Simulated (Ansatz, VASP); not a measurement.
Os: VASP beside Ansatz

```xyz
2
Lattice="2.7533 0.0000 0.0000 -1.3766 2.3844 0.0000 0.0000 0.0000 4.3408" Properties=species:S:1:pos:R:3 pbc="T T T"
Os    0.0000    1.5896    1.0852
Os    1.3766    0.7948    3.2556
```

Alike in both runs: task single point; functional LDA; k mesh 22 × 22 × 12; occupations fermi-dirac, width 0.1 eV; no spin polarisation.

```csv
,VASP,Ansatz
version,VASP 6.6.1,Ansatz 0.2.0
potentials or method,"VASP PAW LDA potentials, release 64 (Os), cutoff 520 eV","plane waves (420 eV) with PAW, scalar-relativistic"
valence electrons in the cell,16,32
```

|  | VASP | Ansatz | Ansatz less VASP |
| --- | --- | --- | --- |
| pressure (GPa) | -15.3 | -16.0 | -0.62 |
| traceless stress, the component that is largest in VASP (GPa) | -0.25 | -0.19 | +0.067 |

Ansatz warns that its potentials were made for another functional, while VASP's fit it. LDA's correlation is that of Perdew and Zunger in VASP and of Perdew and Wang (1992) in Ansatz. VASP's potentials hold 16 valence electrons a cell and Ansatz's 32, so a difference there can come from the potentials and not from the codes.

Spin-orbit coupling is off throughout.
